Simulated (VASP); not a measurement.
Here is a VASP 6.6.1 calculation.

Contents of INCAR:

```
SYSTEM = SrHfSb2
ALGO = Normal
EDIFF = 1E-6
ENCUT = 520
GGA = PE
ISIF = 2
ISMEAR = 0
LASPH = .TRUE.
LCHARG = .FALSE.
LREAL = .FALSE.
LWAVE = .FALSE.
NBANDS = 23
NELM = 60
PREC = Accurate
SIGMA = 0.1
```

KPOINTS

```
k-points
0
G
  12 12 8
  0 0 0
```

Contents of POSCAR:

```
SrHfSb2
1.0
    5.6405413014      0.0000000000      0.0000000000
   -2.8202706507      4.8848520581      0.0000000000
    0.0000000000      0.0000000000      6.1640384512
Sr Hf Sb
1 1 2
Direct
    0.0000000000      0.0000000000      0.0000000000
    0.0000000000      0.0000000000      0.5000000000
    0.3333333333      0.6666666667      0.0000000000
    0.6666666667      0.3333333333      0.0000000000
```

Potentials or basis: VASP PAW PBE potentials, release 64 (Sr_sv, Hf_pv, Sb).

Launch:

```bash
$ cat potpaw_PBE.64/Sr_sv/POTCAR potpaw_PBE.64/Hf_pv/POTCAR potpaw_PBE.64/Sb/POTCAR > POTCAR
$ mpirun -np 1 vasp_std > vasp.out
```

Estimate the pressure.

0.0 GPa.

Estimate the band gap on the k mesh.

zero (band 15 reaches 2.99 eV, above the bottom of band 16 at 2.45 eV).

Caveat: spin-orbit coupling is left out, which moves the levels of the heavy elements.
